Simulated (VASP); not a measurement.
Write the native input for VASP 6.6.1 that does the following.

| Quantity | Value |
| --- | --- |
| Task | single point |
| Functional | HSE06 |
| Potentials or basis | VASP PAW PBE potentials, release 64 (Pb_d, S) |
| Cutoff | 520 eV |
| k mesh | 6 × 6 × 6 |
| Occupations | fermi-dirac, width 0.02 eV |
| Spin | no spin polarisation |
| Dipole correction | no |
| Grid for exact exchange (PRECFOCK) | Normal |
| Further INCAR settings | ALGO = Normal; EDIFF = 1e-06; NBANDS = 17 |
| Share of exact exchange | 0.25 |
| Screening parameter | 0.2079 1/Å |

PbS:

```
Pb S
1.0
     0.00000    2.86774    2.86774
     2.86774    0.00000    2.86774
     2.86774    2.86774    0.00000
Pb S
1 1
Direct
  0.00000 0.00000 0.00000
  0.50000 0.50000 0.50000
```

This cell differs from its parent crystal: strain -4.0%.

These files were run (other wordings do the same):

POSCAR

```
PbS
1.0
    0.0000000000      2.8677433692      2.8677433692
    2.8677433692      0.0000000000      2.8677433692
    2.8677433692      2.8677433692      0.0000000000
Pb S
1 1
Direct
    0.0000000000      0.0000000000      0.0000000000
    0.5000000000      0.5000000000      0.5000000000
```

INCAR.step1

```
PREC = Accurate
ENCUT = 520
EDIFF = 1E-5
ISMEAR = -1
SIGMA = 0.02
LREAL = F
LASPH = T
NELM = 60
ALGO = Normal
ISIF = 2
LWAVE = T
LCHARG = F
GGA = PE
NBANDS = 17
```

INCAR.step2

```
PREC = Accurate
ENCUT = 520
EDIFF = 1E-6
ISMEAR = -1
SIGMA = 0.02
LREAL = F
LASPH = T
NELM = 60
ALGO = Normal
ISIF = 2
LWAVE = F
LCHARG = F
GGA = PE
LHFCALC = T
HFSCREEN = 0.2079
PRECFOCK = Normal
ISTART = 1
NBANDS = 17
```

KPOINTS

```
Automatic mesh
0
Gamma
  6 6 6
```

Potentials or basis: VASP PAW PBE potentials, release 64 (Pb_d, S).

Launch:

```bash
$ cat potpaw_PBE.64/Pb_d/POTCAR potpaw_PBE.64/S/POTCAR > POTCAR
$ cp INCAR.step1 INCAR
$ mpirun -np 1 vasp_std > vasp.out
$ cp INCAR.step2 INCAR
$ mpirun -np 1 vasp_std > vasp.out
```

It gave:

```json
{
  "Pressure": "8.6 GPa",
  "Band gap on the k mesh": "0.29 eV"
}
```

Caveat: the cell differs from its parent crystal (strain -4.0%); the cell stands under pressure; the PAW data sets were made with another functional, which shifts forces and pressure a little; spin-orbit coupling is left out, which moves the levels of the heavy elements.

It took 87 min on 1 thread of AMD EPYC 7R43 64-Core Processor (Zen 3), on a shared host, peak memory 0.26 GiB.
